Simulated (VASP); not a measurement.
SnO, 4 atoms in the cell. Symmetry: P4/nmm, No. 129, tetragonal system. The conventional cell has a = 3.729 Å, b = 3.729 Å, c = 4.796 Å, α = 90.00°, β = 90.00°, γ = 90.00°. Within 2.9 Å of Sn (site symmetry 4mm) lie 4 O at 2.21 Å. Within 2.9 Å of O (site symmetry -4m2) lie 4 Sn at 2.21 Å and 4 O at 2.64 Å.  This cell differs from its parent crystal: biaxial strain in the a-b plane: -2.0 %, then relaxed in part.

| Quantity | Value |
| --- | --- |
| Program | VASP 6.6.1 |
| Task | single point |
| Functional | PBEsol |
| Potentials or basis | VASP PAW PBE potentials, release 64 (Sn_d, O) |
| Cutoff | 520 eV |
| k mesh | 14 × 14 × 12 |
| Occupations | gaussian, width 0.1 eV |
| Spin | no spin polarisation |
| Dipole correction | no |
| Further INCAR settings | ALGO = Normal; EDIFF = 1e-06; NBANDS = 28 |

Potentials or basis: VASP PAW PBE potentials, release 64 (Sn_d, O).

Run with:

```sh
$ cat potpaw_PBE.64/Sn_d/POTCAR potpaw_PBE.64/O/POTCAR > POTCAR
$ mpirun -np 1 vasp_std > vasp.out
```

Hardware: 1 thread of Intel(R) Xeon(R) 6975P-C (Granite Rapids), with other jobs on the host.

**Question.** How long does it take, and how much memory?

**Answer.** Wall time 2.3 min on 1 thread of Intel(R) Xeon(R) 6975P-C (Granite Rapids), on a shared host, peak memory 0.46 GiB. Counts: scf iterations 14, k points 252.
